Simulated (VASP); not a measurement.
# H (P4/mmm) in VASP: notebook

H is run at these levels: PBE+D3(BJ); tasks: single point.

Program: VASP 6.6.1. These are calculated values, not measurements. Logs are shortened: lines on timing, memory, paths and dates and some standing lists are left out, and cuts for length are marked.

### Step 1. The cell of the first run

The structure is tetragonal, space group P4/mmm (No. 123). The conventional cell has a = 2.716 Å, b = 2.716 Å, c = 1.030 Å, α = 90.00°, β = 90.00°, γ = 90.00°. H (site symmetry 4/mmm) has 2 H at 1.03 Å within 1.4 Å.

### Step 2. Single point, PBE+D3(BJ) (strain +0.025 along x and y, +0.050 along z)

Input file INCAR:

```
SYSTEM = H
ALGO = Normal
EDIFF = 1E-6
ENCUT = 520
GGA = PE
ISIF = 2
ISMEAR = 0
IVDW = 12
LASPH = .True.
LCHARG = .True.
LELF = .True.
LREAL = .False.
LVHAR = .True.
LWAVE = .False.
NBANDS = 6
NELM = 80
PREC = Accurate
SIGMA = 0.05
```

Input file KPOINTS:

```
k-points
0
Gamma
  10 10 26
  0 0 0
```

Input file POSCAR:

```
H
1.0
    2.7158797074      0.0000000000      0.0000000000
    0.0000000000      2.7158797074      0.0000000000
    0.0000000000      0.0000000000      1.0295175660
H
1
Direct
    0.0000000000      0.0000000000      0.5000000000
```

Potentials or basis: VASP PAW PBE potentials, release 64 (H).

Command:

```bash
cat potpaw_PBE.64/H/POTCAR > POTCAR
mpirun -np 1 vasp_std > vasp.out
```

OUTCAR:

```text
SYSTEM = H
   EDIFF = 1E-6
   ENCUT = 520
   GGA = PE
   ISIF = 2
   ISMEAR = 0
   IVDW = 12
   LASPH = .True.
   LREAL = .False.
   NELM = 80
   PREC = Accurate
 IVDW          = 12

 ion  position               nearest neighbor table
   1  0.000  0.000  0.500-

  LATTYP: Found a simple tetragonal cell.
 ALAT       =     2.7158797074
 C/A-ratio  =     0.3790733305

  Lattice vectors:

 A1 = (   2.7158797074,   0.0000000000,   0.0000000000)
 A2 = (   0.0000000000,   2.7158797074,   0.0000000000)
 A3 = (   0.0000000000,   0.0000000000,   1.0295175660)

Analysis of symmetry for initial positions (statically):
=====================================================================
 Subroutine PRICEL returns:
 Original cell was already a primitive cell.

 Routine SETGRP: Setting up the symmetry group for a
 simple tetragonal supercell.

 Subroutine GETGRP returns: Found 16 space group operations
 (whereof 16 operations were pure point group operations)
 out of a pool of 16 trial point group operations.

The static configuration has the point symmetry D_4h.

Analysis of symmetry for dynamics (positions and initial velocities):
=====================================================================
 Subroutine PRICEL returns:
 Original cell was already a primitive cell.

 Routine SETGRP: Setting up the symmetry group for a
 simple tetragonal supercell.

 Subroutine GETGRP returns: Found 16 space group operations
 (whereof 16 operations were pure point group operations)
 out of a pool of 16 trial point group operations.

The dynamic configuration has the point symmetry D_4h.

 Subroutine INISYM returns: Found 16 space group operations
 (whereof 16 operations are pure point group operations),
 and found     1 'primitive' translations

----------------------------------------------------------------------------------------

                                     Primitive cell

  volume of cell :       7.5937

  direct lattice vectors                    reciprocal lattice vectors
     2.715879707  0.000000000  0.000000000     0.368204820  0.000000000  0.000000000
     0.000000000  2.715879707  0.000000000     0.000000000  0.368204820  0.000000000
     0.000000000  0.000000000  1.029517566     0.000000000  0.000000000  0.971328740

  length of vectors
     2.715879707  2.715879707  1.029517566     0.368204820  0.368204820  0.971328740

  position of ions in fractional coordinates (direct lattice)
     0.000000000  0.000000000  0.500000000

  ion indices of the primitive-cell ions
   primitive index   ion index
                 1           1

----------------------------------------------------------------------------------------

 KPOINTS: k-points

Automatic generation of k-mesh.
 Grid dimensions read from file:
 generate k-points for:   10   10   26

 Generating k-lattice:

  Cartesian coordinates                     Fractional coordinates (reciprocal lattice)
     0.036820482  0.000000000  0.000000000     0.100000000  0.000000000  0.000000000
     0.000000000  0.036820482  0.000000000     0.000000000  0.100000000  0.000000000
     0.000000000  0.000000000  0.037358798     0.000000000  0.000000000  0.038461538

  Length of vectors
     0.036820482  0.036820482  0.037358798

  Shift w.r.t. Gamma in fractional coordinates (k-lattice)
     0.000000000  0.000000000  0.000000000

 Subroutine IBZKPT returns following result:
 ===========================================

 Found    294 irreducible k-points:

 Following reciprocal coordinates:
            Coordinates               Weight
  0.000000  0.000000  0.000000      1.000000
  0.100000  0.000000  0.000000      4.000000
  0.200000  0.000000  0.000000      4.000000
  0.300000  0.000000  0.000000      4.000000
  0.400000  0.000000  0.000000      4.000000
  0.500000  0.000000  0.000000      2.000000
[... 16 lines left out ...]
  0.100000  0.000000  0.038462      8.000000
  0.200000  0.000000  0.038462      8.000000
 [... further k-points ...]
   k-points           NKPTS =    294   k-points in BZ     NKDIM =    294   number of bands    NBANDS=      6
   number of dos      NEDOS =    301   number of ions     NIONS =      1
   total plane-waves  NPLWV =   3200
   dimension x,y,z NGX =    20 NGY =   20 NGZ =    8
   dimension x,y,z NGXF=    40 NGYF=   40 NGZF=   16
   ions per type =               1
   NGX,Y,Z   is equivalent  to a cutoff of  12.24, 12.24, 12.92 a.u.
   NGXF,Y,Z  is equivalent  to a cutoff of  24.49, 24.49, 25.84 a.u.
 SYSTEM =  H
   PREC   = accura    normal or accurate (medium, high low for compatibility)
   ISTART =      0    job   : 0-new  1-cont  2-samecut
   ICHARG =      2    charge: 1-file 2-atom 10-const
   ISPIN  =      1    spin polarized calculation?
   LNONCOLLINEAR =      F non collinear calculations
   LSORBIT =      F    spin-orbit coupling
   LASPH  =      T    aspherical Exc in radial PAW
   ENCUT  =  520.0 eV  38.22 Ry    6.18 a.u.   5.05  5.05  1.91*2*pi/ulx,y,z
   NELM   =     80;   NELMIN=  2; NELMDL= -5     # of ELM steps
   EDIFF  = 0.1E-05   stopping-criterion for ELM
   LREAL  =      F    real-space projection
   EDIFFG = 0.1E-04   stopping-criterion for IOM
   NSW    =      0    number of steps for IOM
   IBRION =     -1    ionic relax: 0-MD 1-quasi-New 2-CG
   NFREE  =      0    steps in history (QN), initial steepest desc. (CG)
   ISIF   =      2    stress and relaxation
   ISYM   =      2    0-nonsym 1-usesym 2-fastsym
   POTIM  = 0.5000    time-step for ionic-motion
   TEBEG  =    0.0;   TEEND  =   0.0 temperature during run
   PSTRESS=    0.0 pullay stress
   NELECT =       1.0000    total number of electrons
   NUPDOWN=      -1.0000    fix difference up-down
   EMIN   =  10.00;   EMAX   =-10.00  energy-range for DOS
   EFERMI =   0.00;   METHOD = LEGACY
   ISMEAR =     0;   SIGMA  =   0.05  broadening in eV -4-tet -1-fermi 0-gaus
   EFERMI_NEDOS =   21; number of points for ismear=-14 and -15
   IALGO  =     38    algorithm
   IMIX   =      4    mixing-type and parameters
     AMIX     =   0.40;   BMIX     =  1.00
     AMIX_MAG =   1.60;   BMIX_MAG =  1.00
  volume/ion in A,a.u.               =       7.59        51.24
  Fermi-wavevector in a.u.,A,eV,Ry     =   0.832894  1.573942  9.438537  0.693713
  Thomas-Fermi vector in A             =   1.946027
   LORBIT       =      0    0 simple, 1 ext, 2 COOP (PROOUT), +10 PAW based schemes
   GGA     = PE    functional components
   LHFCALC =     F    Hartree Fock is set to
   AEXX    =    0.0000 exact exchange contribution
   IVDW    =    12    specifies the selected vdW correction
   LEPSILON=     F    determine dielectric tensor
   LRPA    =     F    only Hartree local field effects (RPA)
 non-spin polarized calculation
 Gauss-broadening in eV      SIGMA  =   0.05
  energy-cutoff  :      520.00
  volume of cell :        7.59
 maximum number of plane-waves:       218
   NGX = 11   NGY = 11   NGZ =  3

 number of electron       0.9999999 magnetization

 Free energy of the ion-electron system (eV)
  ---------------------------------------------------
  ext. energy  EPLUGINS =         0.00000000
  ---------------------------------------------------
  free energy    TOTEN  =        -3.00748079 eV

  energy without entropy =       -3.00748079  energy(sigma->0) =       -3.00748079

 E-fermi :  -2.0915     XC(G=0):  -6.5779

 val. band max:       -2.2438461120   @ k =   0.5000   0.5000   0.2308
 cond. band min:      -1.9391393799   @ k =   0.0000   0.0000   0.2692
 fundamental gap:      0.3047067321
 Fermi energy:        -2.0914758496

 k-point     1 :       0.0000    0.0000    0.0000
  band No.  band energies     occupation
      1     -12.0868      2.00000
      2       7.8543      0.00000
      3      13.4175      0.00000
      4      13.4175      0.00000
      5      16.3571      0.00000
      6      33.2698      0.00000

 k-point     2 :       0.1000    0.0000    0.0000
  band No.  band energies     occupation
      1     -11.9795      2.00000
      2       6.9400      0.00000
      3      12.8505      0.00000
      4      13.5927      0.00000
      5      18.4853      0.00000
      6      30.1986      0.00000

 k-point     3 :       0.2000    0.0000    0.0000
  band No.  band energies     occupation
      1     -11.6823      2.00000
      2       4.9615      0.00000
      3      12.8032      0.00000
      4      14.1041      0.00000
      5      22.4498      0.00000
      6      27.0129      0.00000

 k-point     4 :       0.3000    0.0000    0.0000
  band No.  band energies     occupation
      1     -11.2737      2.00000
      2       3.0092      0.00000
      3      13.2863      0.00000
      4      14.8955      0.00000
      5      24.3436      0.00000
      6      24.8816      0.00000

 k-point     5 :       0.4000    0.0000    0.0000
  band No.  band energies     occupation
      1     -10.8990      2.00000
      2       1.6307      0.00000
      3      13.9031      0.00000
      4      15.7866      0.00000
      5      22.4813      0.00000
      6      22.7802      0.00000

 k-point     6 :       0.5000    0.0000    0.0000
  band No.  band energies     occupation
      1     -10.7427      2.00000
      2       1.1305      0.00000
      3      14.2060      0.00000
      4      16.2535      0.00000
      5      21.7640      0.00000
      6      21.9094      0.00000

 k-point     7 :       0.1000    0.1000    0.0000
  band No.  band energies     occupation
      1     -11.8738      2.00000
      2       6.4742      0.00000
      3      11.0087      0.00000
      4      15.6601      0.00000
      5      19.5462      0.00000
      6      26.8465      0.00000

 k-point     8 :       0.2000    0.1000    0.0000
  band No.  band energies     occupation
      1     -11.5799      2.00000
      2       4.9643      0.00000
      3      10.3126      0.00000
      4      16.9998      0.00000
      5      22.8382      0.00000
      6      23.6166      0.00000
[... 91 lines left out ...]
 k-point    19 :       0.4000    0.4000    0.0000
  band No.  band energies     occupation
      1      -9.9097      2.00000
      2       3.9706      0.00000
      3       5.1396      0.00000
      4      10.2966      0.00000
      5      31.1662      0.00000
      6      36.4058      0.00000

 k-point    20 :       0.5000    0.4000    0.0000
  band No.  band energies     occupation
      1      -9.7857      2.00000
      2       3.9810      0.00000
      3       5.2378      0.00000
      4       9.2809      0.00000
      5      32.5500      0.00000
      6      39.8863      0.00000

 k-point    21 :       0.5000    0.5000    0.0000
  band No.  band energies     occupation
      1      -9.6671      2.00000
      2       4.7399      0.00000
      3       4.7399      0.00000
      4       8.1166      0.00000
      5      35.0262      0.00000
      6      40.9654      0.00000

 k-point    22 :       0.0000    0.0000    0.0385
  band No.  band energies     occupation
      1     -11.8788      2.00000
      2       8.0623      0.00000
      3      13.6276      0.00000
      4      13.6276      0.00000
      5      16.5670      0.00000
      6      33.4780      0.00000

 k-point    23 :       0.1000    0.0000    0.0385
  band No.  band energies     occupation
      1     -11.7719      2.00000
      2       7.1483      0.00000
      3      13.0599      0.00000
      4      13.8026      0.00000
      5      18.6951      0.00000
      6      30.4077      0.00000

 k-point    24 :       0.2000    0.0000    0.0385
  band No.  band energies     occupation
      1     -11.4747      2.00000
      2       5.1706      0.00000
      3      13.0120      0.00000
      4      14.3140      0.00000
      5      22.6593      0.00000
      6      27.2223      0.00000

 [... further k-points ...]

------------------------ aborting loop because EDIFF is reached ----------------------------------------

 Edisp (eV)   -0.06924

 E8    (eV) :    -0.0124

  FORCE on cell =-STRESS in cart. coord.  units (eV):
  Direction    XX          YY          ZZ          XY          YZ          ZX
  --------------------------------------------------------------------------------------
  -------------------------------------------------------------------------------------
  Total       0.01094     0.01094    -0.64874     0.00000     0.00000     0.00000
  in kB       2.30729     2.30729  -136.87561     0.00000     0.00000     0.00000
  external pressure =      -44.09 kB  Pullay stress =        0.00 kB

 VOLUME and BASIS-vectors are now :
 -----------------------------------------------------------------------------
  energy-cutoff  :      520.00
  volume of cell :        7.59
      direct lattice vectors                 reciprocal lattice vectors
     2.715879707  0.000000000  0.000000000     0.368204820  0.000000000  0.000000000
     0.000000000  2.715879707  0.000000000     0.000000000  0.368204820  0.000000000
     0.000000000  0.000000000  1.029517566     0.000000000  0.000000000  0.971328740

 POSITION                                       TOTAL-FORCE (eV/Angst)
 -----------------------------------------------------------------------------------
      0.00000      0.00000      0.51476         0.000000      0.000000      0.000000
 -----------------------------------------------------------------------------------
    total drift:                                0.000000      0.000000      0.000000

  FREE ENERGIE OF THE ION-ELECTRON SYSTEM (eV)
  ---------------------------------------------------
  free  energy   TOTEN  =        -3.0767162086 eV

  energy  without entropy=       -3.0767162046  energy(sigma->0) =       -3.07671621
```

Wall time 6 s (1 thread of Intel Xeon 6975P-C, shared host); peak memory 0.12 GiB.

What came out:

- Free energy: -3.0767 eV
- Pressure: -4.4 GPa
- Dispersion energy per atom: -0.069 eV

Stress tensor (GPa, compression positive):
```
  0.23   0.00   0.00
  0.00   0.23   0.00
  0.00   0.00 -13.69
```

Levels at points of the mesh, in eV from the Fermi level:
```
           k point  band 1  band 2  band 3
(0.00, 0.00, 0.00)  -10.00    9.95   15.51
(0.50, 0.00, 0.00)   -8.65    3.22   16.30
(0.50, 0.50, 0.00)   -7.58    6.83    6.83
(0.00, 0.00, 0.50)   21.43   28.87   43.43
(0.50, 0.00, 0.50)   22.22   31.07   38.53
(0.50, 0.50, 0.50)   22.85   32.90   42.05
```

Caveat: the cell differs from its parent crystal (strain +0.025 along x and y, +0.050 along z); pairwise dispersion overbinds metals, which lowers pressure and volume.

### Step 3. Single point, PBE+D3(BJ) (strain +0.050 along x and y, -0.025 along z)

Input file INCAR:

```
SYSTEM = H
PREC = Accurate
ENCUT = 520
EDIFF = 1E-6
ISMEAR = 0
SIGMA = 0.05
LREAL = .False.
LASPH = .True.
NELM = 80
ALGO = Normal
ISIF = 2
LWAVE = .False.
LCHARG = .False.
GGA = PE
IVDW = 12
NBANDS = 6
```

Input file KPOINTS:

```
Automatic mesh
0
Gamma
  10 10 26
  0 0 0
```

Input file POSCAR:

```
H
1.0
    2.7821206758      0.0000000000      0.0000000000
    0.0000000000      2.7821206758      0.0000000000
    0.0000000000      0.0000000000      0.9559805970
H
1
Direct
    0.0000000000      0.0000000000      0.5000000000
```

Potentials or basis: VASP PAW PBE potentials, release 64 (H).

Command:

```bash
cat potpaw_PBE.64/H/POTCAR > POTCAR
mpirun -np 1 vasp_std > vasp.out
```

It took 6 s on 1 thread of Intel Xeon 6975P-C, shared host; peak memory 0.13 GiB.

The run converged. Its results:

```yaml
Free_energy: -3.0823 eV
Pressure: 4.0 GPa
Dispersion_energy_per_atom: -0.062 eV
```

Stress tensor (GPa, compression positive):
```
-0.41  0.00  0.00
 0.00 -0.41  0.00
 0.00  0.00 12.69
```

Levels at points of the mesh, in eV from the Fermi level:
```tsv
k point	band 1	band 2	band 3
(0.00, 0.00, 0.00)	-10.93	8.68	14.26
(0.50, 0.00, 0.00)	-9.83	2.75	14.87
(0.50, 0.50, 0.00)	-8.96	6.13	6.13
(0.00, 0.00, 0.50)	26.06	33.69	48.02
(0.50, 0.00, 0.50)	26.68	35.52	43.76
(0.50, 0.50, 0.50)	27.19	37.04	47.07
```

Caveat: the cell differs from its parent crystal (strain +0.050 along x and y, -0.025 along z); pairwise dispersion overbinds metals, which lowers pressure and volume.

(Continued in part 2 of 2.)
